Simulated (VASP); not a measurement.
# GaP (I-4m2) in VASP: a series of runs

Runs on GaP. Level: PBE. Tasks: single point.

Program: VASP 6.6.1. These are calculated values, not measurements. Logs are shortened: lines on timing, memory, paths and dates and some standing lists are left out, and cuts for length are marked.

## 1. The cell of the first run

Symmetry: I-4m2, No. 119, tetragonal system. The conventional cell has a = 3.854 Å, b = 3.854 Å, c = 5.532 Å, α = 90.00°, β = 90.00°, γ = 90.00°. Ga (site symmetry -4m2) has 4 P at 2.37 Å within 3.1 Å. P (site symmetry -4m2) has 4 Ga at 2.37 Å within 3.1 Å.

## 2. Single point, PBE (strain +0.0150 x Voigt [0, 1, 0, 0, 0, 0])

File INCAR:

```
SYSTEM = GaP
PREC = Accurate
ENCUT = 520
EDIFF = 1E-7
ISMEAR = 0
SIGMA = 0.05
LREAL = .False.
LASPH = .True.
NELM = 100
ALGO = Normal
ISIF = 2
LWAVE = .False.
LCHARG = .True.
GGA = PE
LELF = .True.
LVHAR = .True.
NBANDS = 16
```

File KPOINTS:

```
regular mesh
0
Gamma
  8 8 8
  0 0 0
```

File POSCAR:

```
GaP
1.0
    0.0000000000      2.7661287500      2.7252500000
    2.7252500000      0.0000000000      2.7252500000
    2.7252500000      2.7661287500      0.0000000000
Ga P
1 1
Direct
    0.0000000000      0.0000000000      0.0000000000
    0.7500000000      0.7500000000      0.7500000000
```

Potentials or basis: VASP PAW PBE potentials, release 64 (Ga_d, P).

Launch:

```console
$ cat potpaw_PBE.64/Ga_d/POTCAR potpaw_PBE.64/P/POTCAR > POTCAR
$ mpirun -np 1 vasp_std > vasp.out
```

OUTCAR:

```text
SYSTEM = GaP
   PREC = Accurate
   ENCUT = 520
   EDIFF = 1E-7
   ISMEAR = 0
   LREAL = .False.
   LASPH = .True.
   NELM = 100
   ISIF = 2
   GGA = PE

 ion  position               nearest neighbor table
   1  0.000  0.000  0.000-   2 2.37   2 2.37   2 2.37   2 2.37
   2  0.750  0.750  0.750-   1 2.37   1 2.37   1 2.37   1 2.37

  LATTYP: Found a body centered tetragonal cell.
 ALAT       =     3.8540855109
 C/A-ratio  =     1.4354267658

  Lattice vectors:

 A1 = (   0.0000000000,  -2.7661287500,   2.7252500000)
 A2 = (   0.0000000000,  -2.7661287500,  -2.7252500000)
 A3 = (   2.7252500000,   2.7661287500,   0.0000000000)

Analysis of symmetry for initial positions (statically):
=====================================================================
 Subroutine PRICEL returns:
 Original cell was already a primitive cell.

 Routine SETGRP: Setting up the symmetry group for a
 body centered tetragonal supercell.

 Subroutine GETGRP returns: Found  8 space group operations
 (whereof  8 operations were pure point group operations)
 out of a pool of 16 trial point group operations.

The static configuration has the point symmetry D_2d.

Analysis of symmetry for dynamics (positions and initial velocities):
=====================================================================
 Subroutine PRICEL returns:
 Original cell was already a primitive cell.

 Routine SETGRP: Setting up the symmetry group for a
 body centered tetragonal supercell.

 Subroutine GETGRP returns: Found  8 space group operations
 (whereof  8 operations were pure point group operations)
 out of a pool of 16 trial point group operations.

The dynamic configuration has the point symmetry D_2d.

 Subroutine INISYM returns: Found  8 space group operations
 (whereof  8 operations are pure point group operations),
 and found     1 'primitive' translations

----------------------------------------------------------------------------------------

                                     Primitive cell

  volume of cell :      41.0880

  direct lattice vectors                    reciprocal lattice vectors
     0.000000000  2.766128750  2.725250000    -0.183469406  0.180758036  0.183469406
     2.725250000  0.000000000  2.725250000     0.183469406 -0.180758036  0.183469406
     2.725250000  2.766128750  0.000000000     0.183469406  0.180758036 -0.183469406

  length of vectors
     3.883098740  3.854085511  3.883098740     0.316220673  0.316220673  0.316220673

  position of ions in fractional coordinates (direct lattice)
     0.000000000  0.000000000  0.000000000
     0.750000000  0.750000000  0.750000000

  ion indices of the primitive-cell ions
   primitive index   ion index
                 1           1
                 2           2

----------------------------------------------------------------------------------------

 KPOINTS: regular mesh

Automatic generation of k-mesh.
 Grid dimensions read from file:
 generate k-points for:    8    8    8

 Generating k-lattice:

  Cartesian coordinates                     Fractional coordinates (reciprocal lattice)
    -0.022933676  0.022594754  0.022933676     0.125000000  0.000000000  0.000000000
     0.022933676 -0.022594754  0.022933676    -0.000000000  0.125000000 -0.000000000
     0.022933676  0.022594754 -0.022933676     0.000000000  0.000000000  0.125000000

  Length of vectors
     0.039527584  0.039527584  0.039527584

  Shift w.r.t. Gamma in fractional coordinates (k-lattice)
     0.000000000  0.000000000  0.000000000

 Subroutine IBZKPT returns following result:
 ===========================================

 Found     59 irreducible k-points:

 Following reciprocal coordinates:
            Coordinates               Weight
  0.000000  0.000000  0.000000      1.000000
  0.125000  0.000000  0.000000      8.000000
  0.250000  0.000000  0.000000      8.000000
  0.375000  0.000000  0.000000      8.000000
  0.500000  0.000000  0.000000      4.000000
  0.125000  0.125000  0.000000      4.000000
[... 16 lines left out ...]
  0.250000  0.000000  0.125000      8.000000
  0.375000  0.000000  0.125000      8.000000
 [... further k-points ...]
   k-points           NKPTS =     59   k-points in BZ     NKDIM =     59   number of bands    NBANDS=     16
   number of dos      NEDOS =    301   number of ions     NIONS =      2
   total plane-waves  NPLWV =  27000
   dimension x,y,z NGX =    30 NGY =   30 NGZ =   30
   dimension x,y,z NGXF=    60 NGYF=   60 NGZF=   60
   ions per type =               1   1
   NGX,Y,Z   is equivalent  to a cutoff of  12.84, 12.94, 12.84 a.u.
   NGXF,Y,Z  is equivalent  to a cutoff of  25.69, 25.88, 25.69 a.u.
 SYSTEM =  GaP
   PREC   = accura    normal or accurate (medium, high low for compatibility)
   ISTART =      0    job   : 0-new  1-cont  2-samecut
   ICHARG =      2    charge: 1-file 2-atom 10-const
   ISPIN  =      1    spin polarized calculation?
   LNONCOLLINEAR =      F non collinear calculations
   LSORBIT =      F    spin-orbit coupling
   LASPH  =      T    aspherical Exc in radial PAW
   ENCUT  =  520.0 eV  38.22 Ry    6.18 a.u.   7.22  7.17  7.22*2*pi/ulx,y,z
   NELM   =    100;   NELMIN=  2; NELMDL= -5     # of ELM steps
   EDIFF  = 0.1E-06   stopping-criterion for ELM
   LREAL  =      F    real-space projection
   EDIFFG = 0.1E-05   stopping-criterion for IOM
   NSW    =      0    number of steps for IOM
   IBRION =     -1    ionic relax: 0-MD 1-quasi-New 2-CG
   NFREE  =      0    steps in history (QN), initial steepest desc. (CG)
   ISIF   =      2    stress and relaxation
   ISYM   =      2    0-nonsym 1-usesym 2-fastsym
   POTIM  = 0.5000    time-step for ionic-motion
   TEBEG  =    0.0;   TEEND  =   0.0 temperature during run
   PSTRESS=    0.0 pullay stress
   NELECT =      18.0000    total number of electrons
   NUPDOWN=      -1.0000    fix difference up-down
   EMIN   =  10.00;   EMAX   =-10.00  energy-range for DOS
   EFERMI =   0.00;   METHOD = LEGACY
   ISMEAR =     0;   SIGMA  =   0.05  broadening in eV -4-tet -1-fermi 0-gaus
   EFERMI_NEDOS =   21; number of points for ismear=-14 and -15
   IALGO  =     38    algorithm
   IMIX   =      4    mixing-type and parameters
     AMIX     =   0.40;   BMIX     =  1.00
     AMIX_MAG =   1.60;   BMIX_MAG =  1.00
  volume/ion in A,a.u.               =      20.54       138.64
  Fermi-wavevector in a.u.,A,eV,Ry     =   1.243352  2.349594 21.033563  1.545923
  Thomas-Fermi vector in A             =   2.377666
   LORBIT       =      0    0 simple, 1 ext, 2 COOP (PROOUT), +10 PAW based schemes
   GGA     = PE    functional components
   LHFCALC =     F    Hartree Fock is set to
   AEXX    =    0.0000 exact exchange contribution
   IVDW    =     0    specifies the selected vdW correction
   LEPSILON=     F    determine dielectric tensor
   LRPA    =     F    only Hartree local field effects (RPA)
 non-spin polarized calculation
 Gauss-broadening in eV      SIGMA  =   0.05
  energy-cutoff  :      520.00
  volume of cell :       41.09
 maximum number of plane-waves:      1121
 NGX is ok and might be reduce to    30
   NGX = 15   NGY = 15   NGZ = 15

 number of electron      17.9999994 magnetization

 Free energy of the ion-electron system (eV)
  ---------------------------------------------------
  ext. energy  EPLUGINS =         0.00000000
  ---------------------------------------------------
  free energy    TOTEN  =        -9.12172923 eV

  energy without entropy =       -9.12172923  energy(sigma->0) =       -9.12172923

 E-fermi :   4.7373     XC(G=0):  -9.7654

 val. band max:        4.5299551114   @ k =   0.0000   0.0000   0.0000
 cond. band min:       6.1222728549   @ k =   0.3750   0.3750   0.0000
 fundamental gap:      1.5923177435
 Fermi energy:         4.7373025168

 k-point     1 :       0.0000    0.0000    0.0000
  band No.  band energies     occupation
      1     -10.0285      2.00000
      2     -10.0239      2.00000
      3     -10.0239      2.00000
      4      -9.9315      2.00000
      5      -9.9291      2.00000
      6      -7.8785      2.00000
[... 8 lines left out ...]
     15      14.1327      0.00000
     16      14.4025      0.00000

 k-point     2 :       0.1250    0.0000    0.0000
  band No.  band energies     occupation
      1     -10.0384      2.00000
      2     -10.0223      2.00000
      3     -10.0195      2.00000
      4      -9.9317      2.00000
      5      -9.9290      2.00000
      6      -7.6802      2.00000
[... 8 lines left out ...]
     15      13.7565      0.00000
     16      14.1385      0.00000

 k-point     3 :       0.2500    0.0000    0.0000
  band No.  band energies     occupation
      1     -10.0664      2.00000
      2     -10.0129      2.00000
      3     -10.0100      2.00000
      4      -9.9309      2.00000
      5      -9.9274      2.00000
      6      -7.1181      2.00000
[... 8 lines left out ...]
     15      13.5084      0.00000
     16      14.4008      0.00000

 k-point     4 :       0.3750    0.0000    0.0000
  band No.  band energies     occupation
      1     -10.0921      2.00000
      2     -10.0055      2.00000
      3     -10.0028      2.00000
      4      -9.9277      2.00000
      5      -9.9234      2.00000
      6      -6.3365      2.00000
[... 8 lines left out ...]
     15      14.6194      0.00000
     16      14.6993      0.00000
[... 324 lines left out ...]
 k-point    22 :       0.1250    0.0000    0.1250
  band No.  band energies     occupation
      1     -10.0491      2.00000
      2     -10.0153      2.00000
      3     -10.0153      2.00000
      4      -9.9326      2.00000
      5      -9.9287      2.00000
      6      -7.6189      2.00000
[... 8 lines left out ...]
     15      14.4559      0.00000
     16      14.6388      0.00000

 k-point    23 :       0.2500    0.0000    0.1250
  band No.  band energies     occupation
      1     -10.0703      2.00000
      2     -10.0081      2.00000
      3     -10.0054      2.00000
      4      -9.9351      2.00000
      5      -9.9261      2.00000
      6      -7.1807      2.00000
[... 8 lines left out ...]
     15      14.5778      0.00000
     16      15.5675      0.00000

 k-point    24 :       0.3750    0.0000    0.1250
  band No.  band energies     occupation
      1     -10.0918      2.00000
      2     -10.0028      2.00000
      3      -9.9972      2.00000
      4      -9.9330      2.00000
      5      -9.9239      2.00000
      6      -6.4560      2.00000
[... 8 lines left out ...]
     15      15.2807      0.00000
     16      15.3323      0.00000

 [... further k-points ...]
[... 5 lines left out ...]
  --------------------------------------------------------------------------------------
  -------------------------------------------------------------------------------------
  Total        0.4082882      0.1208223      0.4082882      0.0000000     -0.0000000      0.0000000
  in kB       15.9207063      4.7113191     15.9207063      0.0000000     -0.0000000      0.0000000
  external PRESSURE =      12.1842439 kB  Pullay stress =       0.0000000 kB

 VOLUME and BASIS-vectors are now :
 -----------------------------------------------------------------------------
  energy-cutoff  :      520.00
  volume of cell :       41.09
      direct lattice vectors                 reciprocal lattice vectors
     0.000000000  2.766128750  2.725250000    -0.183469406  0.180758036  0.183469406
     2.725250000  0.000000000  2.725250000     0.183469406 -0.180758036  0.183469406
     2.725250000  2.766128750  0.000000000     0.183469406  0.180758036 -0.183469406

 POSITION                                       TOTAL-FORCE (eV/Angst)
 -----------------------------------------------------------------------------------
      0.00000      0.00000      0.00000        -0.000000      0.000000      0.000000
      4.08788      4.14919      4.08788         0.000000     -0.000000     -0.000000
 -----------------------------------------------------------------------------------
    total drift:                               -0.000002     -0.000001     -0.000002

  FREE ENERGIE OF THE ION-ELECTRON SYSTEM (eV)
  ---------------------------------------------------
  free  energy   TOTEN  =        -9.1217292276 eV

  energy  without entropy=       -9.1217292276  energy(sigma->0) =       -9.12172923
```

Wall time 51 s (1 thread of Intel Xeon Platinum 8488C (Sapphire Rapids), shared host); peak memory 0.19 GiB.

What came out:

```
Free energy            : -9.1217 eV
Pressure               : 1.2 GPa
Band gap on the k mesh : 1.59 eV, indirect (least direct gap 1.67 eV)
```

Caveat: the cell differs from its parent crystal (strain +0.0150 x Voigt [0, 1, 0, 0, 0, 0]).

## 3. Single point, PBE (strain +0.0450 x Voigt [0, 1, 0, 0, 0, 0])

File INCAR:

```
SYSTEM = GaP
PREC = Accurate ; ENCUT = 520
EDIFF = 1E-6 ; ISMEAR = 0
SIGMA = 0.05 ; LREAL = .False.
LASPH = .True. ; NELM = 80
ALGO = Normal ; ISIF = 2
LWAVE = .False. ; LCHARG = .False.
GGA = PE ; NBANDS = 16
```

File KPOINTS:

```
Automatic mesh
0
Gamma
  8 8 8
  0 0 0
```

File POSCAR:

```
GaP
1.0
    0.0000000000      2.8478862500      2.7252500000
    2.7252500000      0.0000000000      2.7252500000
    2.7252500000      2.8478862500      0.0000000000
Ga P
1 1
Direct
    0.0000000000      0.0000000000      0.0000000000
    0.7500000000      0.7500000000      0.7500000000
```

Potentials or basis: VASP PAW PBE potentials, release 64 (Ga_d, P).

Launch:

```console
$ cat potpaw_PBE.64/Ga_d/POTCAR potpaw_PBE.64/P/POTCAR > POTCAR
$ mpirun -np 1 vasp_std > vasp.out
```

OUTCAR:

```text
SYSTEM = GaP
   PREC = Accurate
   ENCUT = 520
   EDIFF = 1E-6
   ISMEAR = 0
   LREAL = .False.
   LASPH = .True.
   NELM = 80
   ISIF = 2
   GGA = PE

 ion  position               nearest neighbor table
   1  0.000  0.000  0.000-   2 2.40   2 2.40   2 2.40   2 2.40
   2  0.750  0.750  0.750-   1 2.40   1 2.40   1 2.40   1 2.40

  LATTYP: Found a body centered tetragonal cell.
 ALAT       =     3.8540855109
 C/A-ratio  =     1.4778531727

  Lattice vectors:

 A1 = (   0.0000000000,  -2.8478862500,   2.7252500000)
 A2 = (   0.0000000000,  -2.8478862500,  -2.7252500000)
 A3 = (   2.7252500000,   2.8478862500,   0.0000000000)

Analysis of symmetry for initial positions (statically):
=====================================================================
 Subroutine PRICEL returns:
 Original cell was already a primitive cell.

 Routine SETGRP: Setting up the symmetry group for a
 body centered tetragonal supercell.

 Subroutine GETGRP returns: Found  8 space group operations
 (whereof  8 operations were pure point group operations)
 out of a pool of 16 trial point group operations.

[... 157 lines left out ...]
  ext. energy  EPLUGINS =         0.00000000
  ---------------------------------------------------
  free energy    TOTEN  =        -9.11076035 eV

  energy without entropy =       -9.11076035  energy(sigma->0) =       -9.11076035

 E-fermi :   4.5046     XC(G=0):  -9.6361

 val. band max:        4.2992173267   @ k =   0.0000   0.0000   0.0000
 cond. band min:       5.6623694088   @ k =   0.0000   0.0000   0.0000
 fundamental gap:      1.3631520821
 Fermi energy:         4.5045593954

 k-point     1 :       0.0000    0.0000    0.0000
  band No.  band energies     occupation
      1     -10.2807      2.00000
      2     -10.2670      2.00000
      3     -10.2670      2.00000
      4     -10.1892      2.00000
      5     -10.1816      2.00000
      6      -7.9516      2.00000
[... 433 lines left out ...]
      3     -10.2434      2.00000
      4     -10.1837      2.00000
      5     -10.1828      2.00000
      6      -6.6052      2.00000
[... 8 lines left out ...]
     15      14.8901      0.00000
     16      14.9458      0.00000

 [... further k-points ...]
[... 5 lines left out ...]
  --------------------------------------------------------------------------------------
  -------------------------------------------------------------------------------------
  Total        0.0126604     -0.8970216      0.0126604      0.0000000      0.0000000      0.0000000
  in kB        0.4795038    -33.9741145      0.4795038      0.0000000      0.0000000      0.0000000
  external PRESSURE =     -11.0050357 kB  Pullay stress =       0.0000000 kB

 VOLUME and BASIS-vectors are now :
 -----------------------------------------------------------------------------
  energy-cutoff  :      520.00
  volume of cell :       42.30
      direct lattice vectors                 reciprocal lattice vectors
     0.000000000  2.847886250  2.725250000    -0.183469406  0.175568810  0.183469406
     2.725250000  0.000000000  2.725250000     0.183469406 -0.175568810  0.183469406
     2.725250000  2.847886250  0.000000000     0.183469406  0.175568810 -0.183469406

 POSITION                                       TOTAL-FORCE (eV/Angst)
 -----------------------------------------------------------------------------------
      0.00000      0.00000      0.00000         0.000000     -0.000000      0.000000
      4.08788      4.27183      4.08788        -0.000000      0.000000     -0.000000
 -----------------------------------------------------------------------------------
    total drift:                               -0.000001     -0.000003     -0.000002

  FREE ENERGIE OF THE ION-ELECTRON SYSTEM (eV)
  ---------------------------------------------------
  free  energy   TOTEN  =        -9.1107603488 eV

  energy  without entropy=       -9.1107603488  energy(sigma->0) =       -9.11076035
```

OSZICAR:

```text
N       E                     dE             d eps       ncg     rms          rms(c)
DAV:   1     0.776426794382E+02    0.77643E+02   -0.90142E+03  1952   0.157E+03
DAV:   2    -0.340769216913E+01   -0.81050E+02   -0.77371E+02  2144   0.296E+02
DAV:   3    -0.927571886737E+01   -0.58680E+01   -0.58491E+01  2384   0.636E+01
DAV:   4    -0.936708570978E+01   -0.91367E-01   -0.91349E-01  2360   0.859E+00
DAV:   5    -0.936889697423E+01   -0.18113E-02   -0.18111E-02  2496   0.105E+00    0.404E+00
DAV:   6    -0.913367169848E+01    0.23523E+00   -0.37877E-01  2864   0.999E+00    0.265E+00
DAV:   7    -0.910988695192E+01    0.23785E-01   -0.87355E-02  2512   0.192E+00    0.108E+00
DAV:   8    -0.911020498931E+01   -0.31804E-03   -0.12644E-02  2256   0.133E+00    0.164E-01
DAV:   9    -0.911060813786E+01   -0.40315E-03   -0.12820E-03  2424   0.504E-01    0.830E-02
DAV:  10    -0.911068596563E+01   -0.77828E-04   -0.11017E-04  2912   0.105E-01    0.421E-02
DAV:  11    -0.911076072520E+01   -0.74760E-04   -0.10367E-04  2272   0.840E-02    0.508E-03
DAV:  12    -0.911076034882E+01    0.37638E-06   -0.29423E-06  2264   0.216E-02
   1 F= -.91107603E+01 E0= -.91107603E+01  d E =-.521521E-11
```

stdout:

```text
POSCAR found type information on POSCAR GaP
 POSCAR found :  2 types and       2 ions
 scaLAPACK will be used
 LDA part: xc-table for (Slater+PW92), standard interpolation
 POSCAR, INCAR and KPOINTS ok, starting setup
 FFT: planning ... GRIDC
 FFT: planning ... GRID_SOFT
 FFT: planning ... GRID
 WAVECAR not read
 entering main loop
```

It took 52 s on 1 thread of Intel Xeon Platinum 8488C (Sapphire Rapids), shared host; peak memory 0.18 GiB.

Results:

```yaml
Free_energy: -9.1108 eV
Pressure: -1.1 GPa
Band_gap_on_the_k_mesh: 1.36 eV, direct
```

Levels at points of the mesh, in eV from the valence-band top:
```tsv
k point	band 5	band 6	band 7	band 8	band 9	band 10	band 11	band 12	band 13	band 14
(0.00, 0.00, 0.00)	-14.48	-12.25	-0.26	0.00	0.00	1.36	3.79	3.79	3.89	8.51
(0.50, 0.00, 0.00)	-14.47	-10.33	-6.47	-1.32	-0.96	1.42	4.54	4.81	8.12	10.45
(0.50, 0.50, 0.00)	-14.46	-9.43	-6.54	-2.72	-2.69	1.57	1.64	10.05	10.07	10.79
(0.50, 0.00, 0.50)	-14.47	-9.61	-6.82	-2.42	-2.42	1.86	2.05	10.18	10.18	10.45
```

Caveat: the cell differs from its parent crystal (strain +0.0450 x Voigt [0, 1, 0, 0, 0, 0]). A k mesh can miss the band edges.

[end of part 1 of 2]
